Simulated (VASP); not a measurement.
# HfO2 (Fm-3m) in VASP: a series of runs, part 2 of 2

VASP 6.6.1. The steps go on from the part before.

### Step 3. Single point, LDA (volume scaled by 0.94)

INCAR

```
PREC = Accurate ; ENCUT = 520
EDIFF = 1E-6 ; ISMEAR = -1
SIGMA = 0.05 ; LREAL = F
LASPH = T ; NELM = 60
ALGO = Normal ; ISIF = 2
LWAVE = F ; LCHARG = T
GGA = CA ; LELF = T
LVHAR = T ; NBANDS = 18
```

KPOINTS

```
regular mesh
0
Gamma
  9 9 9
```

POSCAR

```
HfO2
1.0
    0.0000000000      2.5052914730      2.5052914730
    2.5052914730      0.0000000000      2.5052914730
    2.5052914730      2.5052914730      0.0000000000
Hf O
1 2
Direct
    0.0000000000      0.0000000000      0.0000000000
    0.7500000000      0.7500000000      0.7500000000
    0.2500000000      0.2500000000      0.2500000000
```

Potentials or basis: VASP PAW LDA potentials, release 64 (Hf_pv, O).

Launch:

```bash
cat potpaw_LDA.64/Hf_pv/POTCAR potpaw_LDA.64/O/POTCAR > POTCAR
mpirun -np 1 vasp_std > vasp.out
```

Wall time 11 s (1 thread of Intel Xeon Platinum 8488C (Sapphire Rapids), shared host); peak memory 0.15 GiB.

The run converged. Its results:

- Free energy: -33.0636 eV
- Pressure: -4.8 GPa
- Band gap on the k mesh: 3.81 eV, indirect (least direct gap 3.93 eV)

Levels at points of the mesh, in eV from the valence-band top:
```tsv
k point	band 8	band 9	band 10	band 11	band 12	band 13	band 14	band 15
(0.00, 0.00, 0.00)	-5.58	-0.58	-0.58	-0.58	3.82	3.82	6.03	10.87
```

Caveat: spin-orbit coupling is left out, which moves the levels of the heavy elements. A k mesh can miss the band edges.

### Step 4. Single point, LDA (volume scaled by 0.96)

INCAR

```
PREC = Accurate
ENCUT = 520
EDIFF = 1E-7
ISMEAR = -1
SIGMA = 0.05
LREAL = F
LASPH = T
NELM = 100
ALGO = Normal
ISIF = 2
LWAVE = F
LCHARG = F
NBANDS = 18
```

KPOINTS is that of step 3.

POSCAR

```
HfO2
1.0
    0.0000000000      2.5229349520      2.5229349520
    2.5229349520      0.0000000000      2.5229349520
    2.5229349520      2.5229349520      0.0000000000
Hf O
1 2
Direct
    0.0000000000      0.0000000000      0.0000000000
    0.7500000000      0.7500000000      0.7500000000
    0.2500000000      0.2500000000      0.2500000000
```

Potentials or basis: VASP PAW LDA potentials, release 64 (Hf_pv, O).

Launch:

```bash
cat potpaw_LDA.64/Hf_pv/POTCAR potpaw_LDA.64/O/POTCAR > POTCAR
mpirun -np 1 vasp_std > vasp.out
```

OUTCAR:

```text
PREC = Accurate
   ENCUT = 520
   EDIFF = 1E-7
   ISMEAR = -1
   LREAL = F
   LASPH = T
   NELM = 100
   ISIF = 2

 ion  position               nearest neighbor table
   1  0.000  0.000  0.000-   2 2.18   2 2.18   2 2.18   2 2.18   3 2.18   3 2.18   3 2.18   3 2.18

   2  0.750  0.750  0.750-   1 2.18   1 2.18   1 2.18   1 2.18
   3  0.250  0.250  0.250-   1 2.18   1 2.18   1 2.18   1 2.18

  LATTYP: Found a face centered cubic cell.
 ALAT       =     5.0458699040

  Lattice vectors:

[... 193 lines left out ...]
      6      -1.3164      2.00000
[... 481 lines left out ...]
      5     -12.1300      2.00000
      6      -2.3459      2.00000
[... 10 lines left out ...]
     17      16.1863      0.00000
     18      16.8593      0.00000

 [... further k-points ...]
[... 5 lines left out ...]
  --------------------------------------------------------------------------------------
  -------------------------------------------------------------------------------------
  Total       -2.0402221     -2.0402221     -2.0402221      0.0000000      0.0000000     -0.0000000
  in kB     -101.7747105   -101.7747105   -101.7747105      0.0000000      0.0000000     -0.0000000
  external PRESSURE =    -101.7747105 kB  Pullay stress =       0.0000000 kB

 VOLUME and BASIS-vectors are now :
 -----------------------------------------------------------------------------
  energy-cutoff  :      520.00
  volume of cell :       32.12
      direct lattice vectors                 reciprocal lattice vectors
     0.000000000  2.522934952  2.522934952    -0.198181883  0.198181883  0.198181883
     2.522934952  0.000000000  2.522934952     0.198181883 -0.198181883  0.198181883
     2.522934952  2.522934952  0.000000000     0.198181883  0.198181883 -0.198181883

 POSITION                                       TOTAL-FORCE (eV/Angst)
 -----------------------------------------------------------------------------------
      0.00000      0.00000      0.00000         0.000000      0.000000     -0.000000
      3.78440      3.78440      3.78440        -0.000000     -0.000000      0.000000
      1.26147      1.26147      1.26147         0.000000      0.000000     -0.000000
 -----------------------------------------------------------------------------------
    total drift:                                0.000000      0.000000      0.000000

  FREE ENERGIE OF THE ION-ELECTRON SYSTEM (eV)
  ---------------------------------------------------
  free  energy   TOTEN  =       -33.0331799808 eV

  energy  without entropy=      -33.0331799808  energy(sigma->0) =      -33.03317998
```

OSZICAR:

```text
N       E                     dE             d eps       ncg     rms          rms(c)
DAV:   1     0.909201693130E+02    0.90920E+02   -0.12707E+04  1260   0.121E+03
DAV:   2    -0.347447614780E+02   -0.12566E+03   -0.12087E+03  1618   0.288E+02
DAV:   3    -0.386463124802E+02   -0.39016E+01   -0.38869E+01  1474   0.454E+01
DAV:   4    -0.386678217371E+02   -0.21509E-01   -0.21504E-01  1568   0.375E+00
DAV:   5    -0.386679449777E+02   -0.12324E-03   -0.12324E-03  1458   0.266E-01    0.510E+01
DAV:   6    -0.332669996411E+02    0.54009E+01   -0.19805E+01  1290   0.318E+01    0.438E+01
DAV:   7    -0.331042017364E+02    0.16280E+00   -0.69293E-01  1436   0.685E+00    0.299E+01
DAV:   8    -0.330555396372E+02    0.48662E-01   -0.30612E-01  1388   0.474E+00    0.916E+00
DAV:   9    -0.330336283347E+02    0.21911E-01   -0.67165E-02  1376   0.210E+00    0.282E+00
DAV:  10    -0.330331825191E+02    0.44582E-03   -0.20891E-03  1426   0.340E-01    0.491E-01
DAV:  11    -0.330331795541E+02    0.29650E-05   -0.12835E-04  1476   0.982E-02    0.577E-02
DAV:  12    -0.330331799006E+02   -0.34647E-06   -0.24359E-06  1532   0.123E-02    0.175E-02
DAV:  13    -0.330331799808E+02   -0.80228E-07   -0.18181E-07  1426   0.319E-03
   1 F= -.33033180E+02 E0= -.33033180E+02  d E =-.228299E-10
```

stdout:

```text
POSCAR found type information on POSCAR HfO
 POSCAR found :  2 types and       3 ions
 scaLAPACK will be used
 LDA part: xc-table for (Slater(with rela. corr.)+CA(PZ))
 , standard interpolation
 POSCAR, INCAR and KPOINTS ok, starting setup
 FFT: planning ... GRIDC
 FFT: planning ... GRID_SOFT
 FFT: planning ... GRID
 WAVECAR not read
 entering main loop
```

Run time: 11 s. Hardware: 1 thread of Intel Xeon Platinum 8488C (Sapphire Rapids), shared host; peak memory 0.14 GiB.

What came out:

- Free energy: -33.0332 eV
- Pressure: -10.2 GPa
- Band gap on the k mesh: 3.75 eV, indirect (least direct gap 3.87 eV)

Levels at points of the mesh, in eV from the valence-band top:
```
           k point  band 8  band 9  band 10  band 11  band 12  band 13  band 14  band 15
(0.00, 0.00, 0.00)   -5.44   -0.57    -0.57    -0.57     3.77     3.77     5.86    10.60
```

Caveat: spin-orbit coupling is left out, which moves the levels of the heavy elements.

### Step 5. Single point, LDA

INCAR

```
SYSTEM = HfO2
PREC = Accurate
ENCUT = 520
EDIFF = 1E-6
ISMEAR = -1
SIGMA = 0.05
LREAL = .False.
LASPH = .True.
NELM = 100
ALGO = Normal
ISIF = 2
LWAVE = .False.
LCHARG = .True.
LELF = .True.
LVHAR = .True.
NBANDS = 18
```

KPOINTS

```
Automatic mesh
0
Gamma
  9 9 9
  0 0 0
```

POSCAR

```
HfO2
1.0
    0.0000000000      2.5575000000      2.5575000000
    2.5575000000      0.0000000000      2.5575000000
    2.5575000000      2.5575000000      0.0000000000
Hf O
1 2
Direct
    0.0000000000      0.0000000000      0.0000000000
    0.7500000000      0.7500000000      0.7500000000
    0.2500000000      0.2500000000      0.2500000000
```

Launch:

```bash
cat potpaw_LDA.64/Hf_pv/POTCAR potpaw_LDA.64/O/POTCAR > POTCAR
mpirun -np 1 vasp_std > vasp.out
```

It took 11 s on 1 thread of Intel Xeon Platinum 8488C (Sapphire Rapids), shared host; peak memory 0.15 GiB.

It converged, with:

```
Free energy            : -32.9105 eV
Pressure               : -19.3 GPa
Band gap on the k mesh : 3.63 eV, indirect (least direct gap 3.75 eV)
```

Levels at points of the mesh, in eV from the valence-band top:
| k point | band 9 | band 10 | band 11 | band 12 | band 13 | band 14 |
| --- | --- | --- | --- | --- | --- | --- |
| (0.00, 0.00, 0.00) | -0.55 | -0.55 | -0.55 | 3.67 | 3.67 | 5.53 |

Caveat: spin-orbit coupling is left out, which moves the levels of the heavy elements.

### Step 6. The runs side by side

```tsv
task	level	potentials or basis	cell	cutoff (eV)	gap on the mesh (eV)	pressure (GPa)
relaxation of cell and atoms	PBEsol+D4	VASP PAW PBE potentials, release 64 (Hf_pv, O)	relaxed from a = 3.617 Å, angles 60.0°, 3 atoms	600	3.89	0.0
single point	LDA	VASP PAW LDA potentials, release 64 (Hf_pv, O)	a = 3.543 Å, angles 60.0°, 3 atoms	520	3.81	-4.8
single point	LDA	VASP PAW LDA potentials, release 64 (Hf_pv, O)	a = 3.568 Å, angles 60.0°, 3 atoms	520	3.75	-10.2
single point	LDA	VASP PAW LDA potentials, release 64 (Hf_pv, O)	a = 3.617 Å, angles 60.0°, 3 atoms	520	3.63	-19.3
```

Alike in all rows: no spin polarisation; k mesh 9 × 9 × 9; smearing fermi-dirac 0.05 eV.

Caveats: spin-orbit coupling is left out, which moves the levels of the heavy elements; the PAW data sets were made with another functional, which shifts forces and pressure a little (some runs).

Absolute energies hang on the potentials; compare differences alone.
